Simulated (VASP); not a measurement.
Pb, 1 atom in the cell. It takes space group Fm-3m (No. 225, cubic). The conventional cell has a = 4.983 Å, b = 4.983 Å, c = 4.983 Å, α = 90.00°, β = 90.00°, γ = 90.00°. Pb (site symmetry m-3m) has 12 Pb at 3.52 Å within 4.6 Å. 

- Program: VASP 6.6.1
- Task: single point
- Functional: HSE06
- Potentials or basis: VASP PAW PBE potentials, release 64 (Pb_d)
- Cutoff: 520 eV
- k mesh: 6 × 6 × 6
- Occupations: fermi-dirac, width 0.05 eV
- Spin: no spin polarisation
- Dipole correction: no
- Grid for exact exchange (PRECFOCK): Normal
- Further INCAR settings: ALGO = Normal; EDIFF = 1e-06; NBANDS = 13
- Screening parameter: 0.2079 1/Å

Potentials or basis: VASP PAW PBE potentials, release 64 (Pb_d).

Run with:

```sh
$ cat potpaw_PBE.64/Pb_d/POTCAR > POTCAR
$ cp INCAR.step1 INCAR
$ mpirun -np 1 vasp_std > vasp.out
$ cp INCAR.step2 INCAR
$ mpirun -np 1 vasp_std > vasp.out
```

Hardware: 1 thread of Intel(R) Xeon(R) Platinum 8259CL CPU @ 2.50GHz (Skylake/Cascade Lake), on a shared host.

Question: How long does it take, and how much memory?

Answer: It took 21 min on 1 thread of Intel(R) Xeon(R) Platinum 8259CL CPU @ 2.50GHz (Skylake/Cascade Lake), with other jobs on the host, peak memory 0.27 GiB. Counts: k points 16.
